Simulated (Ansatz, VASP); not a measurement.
# W2I in VASP and in Ansatz

```
W I
1.0
     0.00000    3.12791    3.12791
     3.12791    0.00000    3.12791
     3.12791    3.12791    0.00000
W I
2 1
Direct
  0.25000 0.25000 0.25000
  0.75000 0.75000 0.75000
  0.00000 0.00000 0.00000
```

Alike in both runs: functional PBE; k mesh 14 × 14 × 14; occupations gaussian, width 0.1 eV; no spin polarisation.

Ansatz relaxed the structure, and its values are those at the end. VASP's run is a single point on that final structure, the one shown.

|  | VASP | Ansatz |
| --- | --- | --- |
| version | VASP 6.6.1 | Ansatz 0.2.0 |
| potentials or method | VASP PAW PBE potentials, release 64 (W_sv, I), cutoff 520 eV | scalar-relativistic, plane waves, PAW |
| valence electrons in the cell | 35 | 45 |

|  | VASP | Ansatz | Ansatz less VASP |
| --- | --- | --- | --- |
| gap on the k mesh at the Fermi level (eV) | none | none | - |
| pressure (GPa) | 0.0 | 0.0 | +0.02 |

A gap of «none» marks a metal or a gap that the smearing closes. With one functional, cell and mesh, what is left measures potentials, basis and numerics. VASP's potentials hold 35 valence electrons a cell and Ansatz's 45, so a difference there can come from the potentials and not from the codes.

Spin-orbit coupling is off throughout.
